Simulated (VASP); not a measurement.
# MnS (Fm-3m) in VASP: notebook

Aim: see how the results for MnS move with the level of theory and the settings. Levels: BLYP+D4, BLYP+D3(BJ), PBE. Tasks: single point.

Program: VASP 6.6.1. These are calculated values, not measurements. Logs are shortened: lines on timing, memory, paths and dates and some standing lists are left out, and cuts for length are marked.

### 1 The cell of the first run

Symmetry: Fm-3m, No. 225, cubic system. The conventional cell has a = 4.971 Å, b = 4.971 Å, c = 4.971 Å, α = 90.00°, β = 90.00°, γ = 90.00°. Mn (site symmetry m-3m) has 6 S at 2.49 Å within 3.3 Å. S (site symmetry m-3m) has 6 Mn at 2.49 Å within 3.3 Å.

### 2 Single point, BLYP+D4, collinear spin, ferromagnetic start

Contents of INCAR:

```
AGGAC = 1.0
AGGAX = 1.0
ALDAC = 0.0
ALDAX = 1.0
ALGO = Normal
EDIFF = 1E-6
ENCUT = 520
GGA = B5
ISIF = 2
ISMEAR = -1
ISPIN = 2
IVDW = 13
LASPH = T
LCHARG = T
LELF = T
LMAXMIX = 4
LORBIT = 11
LREAL = F
LVHAR = T
LWAVE = F
MAGMOM = 4 0
NBANDS = 20
NELM = 150
PREC = Accurate
SIGMA = 0.05
VDW_A1 = 0.44488865
VDW_A2 = 4.0933009
VDW_S6 = 1.0
VDW_S8 = 2.34076671
```

Contents of KPOINTS:

```
k-points
0
Gamma
  9 9 9
```

Contents of POSCAR:

```
MnS
1.0
    0.0000000000      2.4856542319      2.4856542319
    2.4856542319      0.0000000000      2.4856542319
    2.4856542319      2.4856542319      0.0000000000
Mn S
1 1
Direct
    0.0000000000      0.0000000000      0.0000000000
    0.5000000000      0.5000000000      0.5000000000
```

Potentials or basis: VASP PAW PBE potentials, release 64 (Mn_pv, S).

Command:

```
> cat potpaw_PBE.64/Mn_pv/POTCAR potpaw_PBE.64/S/POTCAR > POTCAR
> mpirun -np 1 vasp_std > vasp.out
```

OUTCAR:

```text
EDIFF = 1E-6
   ENCUT = 520
   GGA = B5
   ISIF = 2
   ISMEAR = -1
   ISPIN = 2
   IVDW = 13
   LASPH = T
   LORBIT = 11
   LREAL = F
   NELM = 150
   PREC = Accurate

 ion  position               nearest neighbor table
   1  0.000  0.000  0.000-   2 2.49   2 2.49   2 2.49   2 2.49   2 2.49   2 2.49
   2  0.500  0.500  0.500-   1 2.49   1 2.49   1 2.49   1 2.49   1 2.49   1 2.49

  LATTYP: Found a face centered cubic cell.
 ALAT       =     4.9713084638

  Lattice vectors:

 A1 = (   0.0000000000,   2.4856542319,   2.4856542319)
 A2 = (   2.4856542319,   0.0000000000,   2.4856542319)
 A3 = (   2.4856542319,   2.4856542319,   0.0000000000)

Analysis of symmetry for initial positions (statically):
=====================================================================
 Subroutine PRICEL returns:
 Original cell was already a primitive cell.

 Routine SETGRP: Setting up the symmetry group for a
 face centered cubic supercell.

 Subroutine GETGRP returns: Found 48 space group operations
 (whereof 48 operations were pure point group operations)
 out of a pool of 48 trial point group operations.

The static configuration has the point symmetry O_h .

Analysis of symmetry for dynamics (positions and initial velocities):
=====================================================================
 Subroutine PRICEL returns:
 Original cell was already a primitive cell.

 Routine SETGRP: Setting up the symmetry group for a
 face centered cubic supercell.

 Subroutine GETGRP returns: Found 48 space group operations
 (whereof 48 operations were pure point group operations)
 out of a pool of 48 trial point group operations.

The dynamic configuration has the point symmetry O_h .

Analysis of structural, dynamic, and magnetic symmetry:
=====================================================================
 Subroutine PRICEL returns:
 Original cell was already a primitive cell.

 Routine SETGRP: Setting up the symmetry group for a
 face centered cubic supercell.

 Subroutine GETGRP returns: Found 48 space group operations
 (whereof 48 operations were pure point group operations)
 out of a pool of 48 trial point group operations.

The overall configuration has the point symmetry O_h .

 Subroutine INISYM returns: Found 48 space group operations
 (whereof 48 operations are pure point group operations),
 and found     1 'primitive' translations

----------------------------------------------------------------------------------------

                                     Primitive cell

  volume of cell :      30.7151

  direct lattice vectors                    reciprocal lattice vectors
     0.000000000  2.485654232  2.485654232    -0.201154285  0.201154285  0.201154285
     2.485654232  0.000000000  2.485654232     0.201154285 -0.201154285  0.201154285
     2.485654232  2.485654232  0.000000000     0.201154285  0.201154285 -0.201154285

  length of vectors
     3.515245926  3.515245926  3.515245926     0.348409442  0.348409442  0.348409442

  position of ions in fractional coordinates (direct lattice)
     0.000000000  0.000000000  0.000000000
     0.500000000  0.500000000  0.500000000

  ion indices of the primitive-cell ions
   primitive index   ion index
                 1           1
                 2           2

----------------------------------------------------------------------------------------

 KPOINTS: k-points

Automatic generation of k-mesh.
 Grid dimensions read from file:
 generate k-points for:    9    9    9

 Generating k-lattice:

  Cartesian coordinates                     Fractional coordinates (reciprocal lattice)
    -0.022350476  0.022350476  0.022350476     0.111111111  0.000000000  0.000000000
     0.022350476 -0.022350476  0.022350476     0.000000000  0.111111111  0.000000000
     0.022350476  0.022350476 -0.022350476     0.000000000  0.000000000  0.111111111

  Length of vectors
     0.038712160  0.038712160  0.038712160

  Shift w.r.t. Gamma in fractional coordinates (k-lattice)
     0.000000000  0.000000000  0.000000000

 Subroutine IBZKPT returns following result:
 ===========================================

 Found     35 irreducible k-points:

 Following reciprocal coordinates:
            Coordinates               Weight
  0.000000  0.000000  0.000000      1.000000
  0.111111  0.000000  0.000000      8.000000
  0.222222  0.000000  0.000000      8.000000
  0.333333  0.000000  0.000000      8.000000
  0.444444  0.000000  0.000000      8.000000
  0.111111  0.111111  0.000000      6.000000
[... 16 lines left out ...]
 -0.333333  0.333333  0.000000     12.000000
  0.444444  0.444444  0.000000      6.000000
 [... further k-points ...]
   k-points           NKPTS =     35   k-points in BZ     NKDIM =     35   number of bands    NBANDS=     20
   number of dos      NEDOS =    301   number of ions     NIONS =      2
   total plane-waves  NPLWV =  21952
   dimension x,y,z NGX =    28 NGY =   28 NGZ =   28
   dimension x,y,z NGXF=    56 NGYF=   56 NGZF=   56
   ions per type =               1   1
   NGX,Y,Z   is equivalent  to a cutoff of  13.24, 13.24, 13.24 a.u.
   NGXF,Y,Z  is equivalent  to a cutoff of  26.48, 26.48, 26.48 a.u.
 SYSTEM =  unknown system
   PREC   = accura    normal or accurate (medium, high low for compatibility)
   ISTART =      0    job   : 0-new  1-cont  2-samecut
   ICHARG =      2    charge: 1-file 2-atom 10-const
   ISPIN  =      2    spin polarized calculation?
   LNONCOLLINEAR =      F non collinear calculations
   LSORBIT =      F    spin-orbit coupling
   LASPH  =      T    aspherical Exc in radial PAW
   ENCUT  =  520.0 eV  38.22 Ry    6.18 a.u.   6.54  6.54  6.54*2*pi/ulx,y,z
   NELM   =    150;   NELMIN=  2; NELMDL= -5     # of ELM steps
   EDIFF  = 0.1E-05   stopping-criterion for ELM
   LREAL  =      F    real-space projection
   EDIFFG = 0.1E-04   stopping-criterion for IOM
   NSW    =      0    number of steps for IOM
   IBRION =     -1    ionic relax: 0-MD 1-quasi-New 2-CG
   NFREE  =      0    steps in history (QN), initial steepest desc. (CG)
   ISIF   =      2    stress and relaxation
   ISYM   =      2    0-nonsym 1-usesym 2-fastsym
   POTIM  = 0.5000    time-step for ionic-motion
   TEBEG  =    0.0;   TEEND  =   0.0 temperature during run
   PSTRESS=    0.0 pullay stress
   NELECT =      19.0000    total number of electrons
   NUPDOWN=      -1.0000    fix difference up-down
   EMIN   =  10.00;   EMAX   =-10.00  energy-range for DOS
   EFERMI =   0.00;   METHOD = LEGACY
   ISMEAR =    -1;   SIGMA  =   0.05  broadening in eV -4-tet -1-fermi 0-gaus
   EFERMI_NEDOS =   21; number of points for ismear=-14 and -15
   IALGO  =     38    algorithm
   IMIX   =      4    mixing-type and parameters
     AMIX     =   0.40;   BMIX     =  1.00
     AMIX_MAG =   1.60;   BMIX_MAG =  1.00
  volume/ion in A,a.u.               =      15.36       103.64
  Fermi-wavevector in a.u.,A,eV,Ry     =   1.394896  2.635972 26.473349  1.945736
  Thomas-Fermi vector in A             =   2.518401
   LORBIT       =     11    0 simple, 1 ext, 2 COOP (PROOUT), +10 PAW based schemes
   GGA     = B5    functional components
   LHFCALC =     F    Hartree Fock is set to
   AEXX    =    0.0000 exact exchange contribution
   IVDW    =    13    specifies the selected vdW correction
   LEPSILON=     F    determine dielectric tensor
   LRPA    =     F    only Hartree local field effects (RPA)
 spin polarized calculation
  energy-cutoff  :      520.00
  volume of cell :       30.72
 maximum number of plane-waves:       869
 NGX is ok and might be reduce to    28
   NGX = 13   NGY = 13   NGZ = 13

 number of electron      18.9999989 magnetization       4.0149160

 Free energy of the ion-electron system (eV)
  ---------------------------------------------------
  ext. energy  EPLUGINS =         0.00000000
  ---------------------------------------------------
  free energy    TOTEN  =       -12.39642349 eV

  energy without entropy =      -12.38519406  energy(sigma->0) =      -12.39080877

 E-fermi :   8.6594     XC(G=0): -10.7466

 val. band max:        8.6572261100   @ k =   0.1111   0.0000   0.0000
 cond. band min:       8.6717583597   @ k =   0.2222   0.2222   0.0000
 fundamental gap:      0.0145322497
 Fermi energy:         8.6594294722

 spin component 1

 k-point     1 :       0.0000    0.0000    0.0000
  band No.  band energies     occupation
      1     -41.4785      1.00000
      2     -41.4785      1.00000
      3     -41.4785      1.00000
      4      -6.8455      1.00000
      5       5.4485      1.00000
      6       5.4485      1.00000
[... 12 lines left out ...]
     19      21.3437      0.00000
     20      22.5557      0.00000
[... 507 lines left out ...]
 k-point    24 :       0.4444    0.4444    0.0000
  band No.  band energies     occupation
      1     -41.4931      1.00000
      2     -41.4847      1.00000
      3     -41.4847      1.00000
      4      -5.1471      1.00000
      5       2.1010      1.00000
      6       4.7622      1.00000
[... 12 lines left out ...]
     19      24.3084      0.00000
     20      24.3084      0.00000

 [... further k-points ...]

 spin component 2

 k-point     1 :       0.0000    0.0000    0.0000
  band No.  band energies     occupation
      1     -37.6390      1.00000
      2     -37.6390      1.00000
      3     -37.6390      1.00000
      4      -6.6590      1.00000
      5       6.7390      1.00000
      6       6.7390      1.00000
[... 12 lines left out ...]
     19      22.2564      0.00000
     20      23.7537      0.00000
[... 507 lines left out ...]
 k-point    24 :       0.4444    0.4444    0.0000
  band No.  band energies     occupation
      1     -37.6582      1.00000
      2     -37.6470      1.00000
      3     -37.6470      1.00000
      4      -4.9547      1.00000
      5       2.3635      1.00000
      6       5.0258      1.00000
[... 12 lines left out ...]
     19      24.6929      0.00000
     20      24.6929      0.00000

 [... further k-points ...]

------------------------ aborting loop because EDIFF is reached ----------------------------------------

  DFT-D4 for vdW energy calculation

  Edisp (eV):   -1.76602

  FORCE on cell =-STRESS in cart. coord.  units (eV):
  Direction    XX          YY          ZZ          XY          YZ          ZX
  --------------------------------------------------------------------------------------
  -------------------------------------------------------------------------------------
  Total      -0.00488    -0.00488    -0.00488     0.00000    -0.00000    -0.00000
  in kB      -0.25450    -0.25450    -0.25450     0.00000    -0.00000    -0.00000
  external pressure =       -0.25 kB  Pullay stress =        0.00 kB

 VOLUME and BASIS-vectors are now :
 -----------------------------------------------------------------------------
  energy-cutoff  :      520.00
  volume of cell :       30.72
      direct lattice vectors                 reciprocal lattice vectors
     0.000000000  2.485654232  2.485654232    -0.201154285  0.201154285  0.201154285
     2.485654232  0.000000000  2.485654232     0.201154285 -0.201154285  0.201154285
     2.485654232  2.485654232  0.000000000     0.201154285  0.201154285 -0.201154285

 POSITION                                       TOTAL-FORCE (eV/Angst)
 -----------------------------------------------------------------------------------
      0.00000      0.00000      0.00000        -0.000000     -0.000000      0.000000
      2.48565      2.48565      2.48565         0.000000      0.000000     -0.000000
 -----------------------------------------------------------------------------------
    total drift:                               -0.000000      0.000000      0.000000

  FREE ENERGIE OF THE ION-ELECTRON SYSTEM (eV)
  ---------------------------------------------------
  free  energy   TOTEN  =       -14.1624464893 eV

  energy  without entropy=      -14.1512170619  energy(sigma->0) =      -14.15683178

 total charge

# of ion       s       p       d       tot
------------------------------------------
    1        0.241   6.204   5.069  11.513
    2        1.341   2.446   0.000   3.787
--------------------------------------------------
tot          1.582   8.650   5.069  15.301

 magnetization (x)

# of ion       s       p       d       tot
------------------------------------------
    1        0.046   0.034   3.644   3.724
    2        0.026   0.039   0.000   0.065
--------------------------------------------------
tot          0.072   0.073   3.644   3.789
```

Wall time 60 s (1 thread of Intel Xeon Platinum 8259CL at 2.50GHz (Skylake/Cascade Lake), shared host); peak memory 0.19 GiB.

Results:

* Free energy: -14.1624 eV
* Pressure: 0.0 GPa
* Net moment: 4.01 μB per cell
* Site moments: Mn +3.72; S +0.07 μB
* Valence electrons inside the program's atomic spheres: Mn 11.51; S 3.79
* Dispersion energy per atom: -0.883 eV

Caveat: the PAW data sets were made with another functional, which shifts forces and pressure a little; a cell with one magnetic atom can't hold antiferromagnetic order, which such compounds often take; semilocal functionals often make such compounds metallic where correlation or magnetic order opens a gap, which also shifts bond lengths. With open d or f shells a metallic result of BLYP can be an artefact of self-interaction; +U or a hybrid may open a gap.

### 3 Single point, BLYP+D3(BJ), collinear spin, ferromagnetic start

This run uses another cell than the first one, of 15.82 Å³/atom.

Contents of INCAR:

```
  PREC = Accurate
  ENCUT = 520
  EDIFF = 1E-6
  ISMEAR = -1
  SIGMA = 0.05
  LREAL = False
  LASPH = True
  NELM = 150
  ALGO = Normal
  ISIF = 2
  LWAVE = False
  LCHARG = False
  ISPIN = 2
  MAGMOM = 4 0
  LORBIT = 11
  LMAXMIX = 4
  GGA = B5
  ALDAX = 1.0
  AGGAX = 1.0
  AGGAC = 1.0
  ALDAC = 0.0
  IVDW = 12
  VDW_S6 = 1.0
  VDW_S8 = 2.6996
  VDW_A1 = 0.4298
  VDW_A2 = 4.2359
  NBANDS = 20
```

Contents of KPOINTS:

```
Automatic mesh
0
Gamma
  9 9 9
```

Contents of POSCAR:

```
MnS
1.0
    0.0000000000      2.5105175205      2.5105175205
    2.5105175205      0.0000000000      2.5105175205
    2.5105175205      2.5105175205      0.0000000000
Mn S
1 1
Direct
    0.0000000000      0.0000000000      0.0000000000
    0.5000000000      0.5000000000      0.5000000000
```

Potentials or basis: VASP PAW PBE potentials, release 64 (Mn_pv, S).

Command:

```
> cat potpaw_PBE.64/Mn_pv/POTCAR potpaw_PBE.64/S/POTCAR > POTCAR
> mpirun -np 1 vasp_std > vasp.out
```

Wall time 58 s (1 thread of Intel Xeon Platinum 8259CL at 2.50GHz (Skylake/Cascade Lake), shared host); peak memory 0.19 GiB.

Results (log left out):

* Free energy: -14.4774 eV
* Pressure: 0.0 GPa
* Net moment: 4.16 μB per cell
* Site moments: Mn +3.84; S +0.08 μB
* Valence electrons inside the program's atomic spheres: Mn 11.47; S 3.78
* Dispersion energy per atom: -1.018 eV

Levels at points of the mesh, in eV from the Fermi level:
Spin up:
```
           k point  band 8  band 9  band 10  band 11  band 12  band 13  band 14  band 15  band 16  band 17
(0.00, 0.00, 0.00)   -3.10   -3.10    -2.03    -2.03    -2.03     2.87     9.12     9.12     9.12    11.47
```
Spin down:
| k point | band 3 | band 4 | band 5 | band 6 | band 7 | band 8 | band 9 | band 10 | band 11 | band 12 |
| --- | --- | --- | --- | --- | --- | --- | --- | --- | --- | --- |
| (0.00, 0.00, 0.00) | -46.25 | -15.09 | -1.88 | -1.88 | -1.88 | -0.19 | -0.19 | -0.19 | -0.10 | -0.10 |

Caveat: the PAW data sets were made with another functional, which shifts forces and pressure a little; a cell with one magnetic atom can't hold antiferromagnetic order, which such compounds often take; semilocal functionals often make such compounds metallic where correlation or magnetic order opens a gap, which also shifts bond lengths.

### 4 Single point, PBE, collinear spin, ferromagnetic start

This run uses another cell than the first one, of 16.72 Å³/atom.

Contents of INCAR:

```
  PREC = Accurate
  ENCUT = 520
  EDIFF = 1E-6
  ISMEAR = -1
  SIGMA = 0.05
  LREAL = False
  LASPH = True
  NELM = 150
  ALGO = Normal
  ISIF = 2
  LWAVE = False
  LCHARG = False
  ISPIN = 2
  MAGMOM = 4 0
  LORBIT = 11
  LMAXMIX = 4
  GGA = PE
  NBANDS = 20
```

KPOINTS is that of step 3.

Contents of POSCAR:

```
MnS
1.0
    0.0000000000      2.5569878543      2.5569878543
    2.5569878543      0.0000000000      2.5569878543
    2.5569878543      2.5569878543      0.0000000000
Mn S
1 1
Direct
    0.0000000000      0.0000000000      0.0000000000
    0.5000000000      0.5000000000      0.5000000000
```

Command:

```
> cat potpaw_PBE.64/Mn_pv/POTCAR potpaw_PBE.64/S/POTCAR > POTCAR
> mpirun -np 1 vasp_std > vasp.out
```

It took 43 s on 1 thread of Intel Xeon Platinum 8259CL at 2.50GHz (Skylake/Cascade Lake), shared host; peak memory 0.18 GiB.

Results (log left out):

| Item | Value |
| --- | --- |
| Free energy | -14.0862 eV |
| Pressure | 0.0 GPa |
| Net moment | 4.57 μB per cell |
| Site moments | Mn +4.15; S +0.10 μB |
| Valence electrons inside the program's atomic spheres | Mn 11.36; S 3.74 |

Levels at points of the mesh, in eV from the Fermi level:
Spin up:
```
           k point  band 8  band 9  band 10  band 11  band 12  band 13  band 14  band 15  band 16  band 17
(0.00, 0.00, 0.00)   -3.32   -3.32    -1.97    -1.97    -1.97     2.11     8.69     8.69     8.69    10.67
```
Spin down:
```
           k point  band 5  band 6  band 7  band 8  band 9  band 10
(0.00, 0.00, 0.00)   -1.76   -1.76   -1.76    0.13    0.13     0.13
```

Caveat: a cell with one magnetic atom can't hold antiferromagnetic order, which such compounds often take; semilocal functionals often make such compounds metallic where correlation or magnetic order opens a gap, which also shifts bond lengths.

### 5 Overview

| level | cell | gap on the mesh (eV) | pressure (GPa) | moment (μB) |
| --- | --- | --- | --- | --- |
| BLYP+D4 | a = 3.515 Å, angles 60.0°, 2 atoms | none | 0.0 | 4.01 |
| BLYP+D3(BJ) | a = 3.550 Å, angles 60.0°, 2 atoms | none | 0.0 | 4.16 |
| PBE | a = 3.616 Å, angles 60.0°, 2 atoms | none | 0.0 | 4.57 |

Alike in all rows: task single point; potentials or basis VASP PAW PBE potentials, release 64 (Mn_pv, S); spin collinear, ferromagnetic start; k mesh 9 × 9 × 9; cutoff (eV) 520; smearing fermi-dirac 0.05 eV.

Caveats: a cell with one magnetic atom can't hold antiferromagnetic order, which such compounds often take; semilocal functionals often make such compounds metallic where correlation or magnetic order opens a gap, which also shifts bond lengths; the PAW data sets were made with another functional, which shifts forces and pressure a little (at least some runs).

Absolute energies hang on the potentials; compare differences alone.
